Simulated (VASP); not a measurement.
Here is a VASP 6.6.1 calculation.

Contents of INCAR:

```
SYSTEM = Si
PREC = Accurate
ENCUT = 520
EDIFF = 1E-7
ISMEAR = 0
SIGMA = 0.03
LREAL = .FALSE.
LASPH = .TRUE.
NELM = 100
ALGO = Normal
ISIF = 2
LWAVE = .FALSE.
LCHARG = .TRUE.
GGA = CA
LELF = .TRUE.
LVHAR = .TRUE.
NBANDS = 16
```

File KPOINTS:

```
Automatic mesh
0
G
  12 12 6
  0 0 0
```

File POSCAR:

```
Si
1.0
    3.6181519190      0.0000000000      0.0000000000
   -1.8090759595      3.1334114766      0.0000000000
    0.0000000000      0.0000000000      6.9428717174
Si
4
Direct
    0.3333333333      0.6666666667      0.0725769780
    0.6666666667      0.3333333333      0.5725769780
    0.3333333333      0.6666666667      0.4274230220
    0.6666666667      0.3333333333      0.9274230220
```

Potentials or basis: VASP PAW LDA potentials, release 64 (Si).

Launch:

```console
$ cat potpaw_LDA.64/Si/POTCAR > POTCAR
$ mpirun -np 1 vasp_std > vasp.out
```

(1) Predict the largest force.

(2) What does it give for the band gap on the k mesh?

(3) Predict the pressure.

Answers

(1) 0.271 eV/Å.

(2) zero (bands 8 and 9 overlap by 0.58 eV).

(3) -0.5 GPa.

Caveat: semilocal functionals underestimate gaps, so a narrow gap can read as zero.
